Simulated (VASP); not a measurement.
Runs of VASP 6.6.1 on KBr. The structure is that of space group I4/mmm (No. 139), or close to it. The cells are those of the table. 

```csv
cell,gap on the mesh (eV),pressure (GPa)
"a = 4.662, b = 4.662, c = 4.889 Å, angles 58.4, 58.4, 63.2°, 2 atoms",4.28,0.6
"a = 4.718, b = 4.718, c = 4.540 Å, angles 61.2, 61.2, 57.5°, 2 atoms",(a),1.2
"a = 4.601, b = 4.601, c = 4.773 Å, angles 58.8, 58.8, 62.5°, 2 atoms",4.41,1.2
"a = 4.718, b = 4.718, c = 4.889 Å, angles 58.8, 58.8, 62.4°, 2 atoms",(b),0.0
"a = 4.774, b = 4.774, c = 4.889 Å, angles 59.2, 59.2, 61.6°, 2 atoms",4.20,-0.4
"a = 4.658, b = 4.658, c = 4.773 Å, angles 59.2, 59.2, 61.6°, 2 atoms",4.37,0.6
```

Alike in all rows: task single point; level PBE; potentials or basis VASP PAW PBE potentials, release 64 (K_sv, Br); no spin polarisation; k mesh 6 × 6 × 6; cutoff (eV) 520; smearing gaussian 0.05 eV.

**Question.** Estimate the missing entries.

**Answer.** (a) 4.43; (b) 4.24.

A k mesh can miss the band edges, and the runs leave out spin-orbit coupling on Br.
